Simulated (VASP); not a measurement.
Li, 1 atom in the cell. The structure is cubic, space group Pm-3m (No. 221). The conventional cell has a = 3.311 Å, b = 3.311 Å, c = 3.311 Å, α = 90.00°, β = 90.00°, γ = 90.00°. Within 4.4 Å of Li (site symmetry m-3m) lie 6 Li at 3.31 Å.  This cell differs from its parent crystal: K replaced by Li, lengths x 0.778, strained.

| Property | Result |
| --- | --- |
| Program | VASP 6.6.1 |
| Task | single point |
| Functional | PBEsol |
| Potentials or basis | VASP PAW PBE potentials, release 64 (Li_sv) |
| Cutoff | 520 eV |
| k mesh | 12 × 12 × 12 |
| Occupations | gaussian, width 0.1 eV |
| Spin | no spin polarisation |
| Dipole correction | no |
| Further INCAR settings | ALGO = Normal; EDIFF = 1e-07; NBANDS = 8 |

Potentials or basis: VASP PAW PBE potentials, release 64 (Li_sv).

Launch:

```bash
$ cat potpaw_PBE.64/Li_sv/POTCAR > POTCAR
$ mpirun -np 1 vasp_std > vasp.out
```

Hardware: 1 thread of Intel(R) Xeon(R) Platinum 8259CL CPU @ 2.50GHz (Skylake/Cascade Lake) (shared host).

Question: How long does it take, and how much memory?

Answer: It took 14 s on 1 thread of Intel(R) Xeon(R) Platinum 8259CL CPU @ 2.50GHz (Skylake/Cascade Lake), on a shared host, peak memory 0.15 GiB. Counts: scf iterations 11, k points 84.
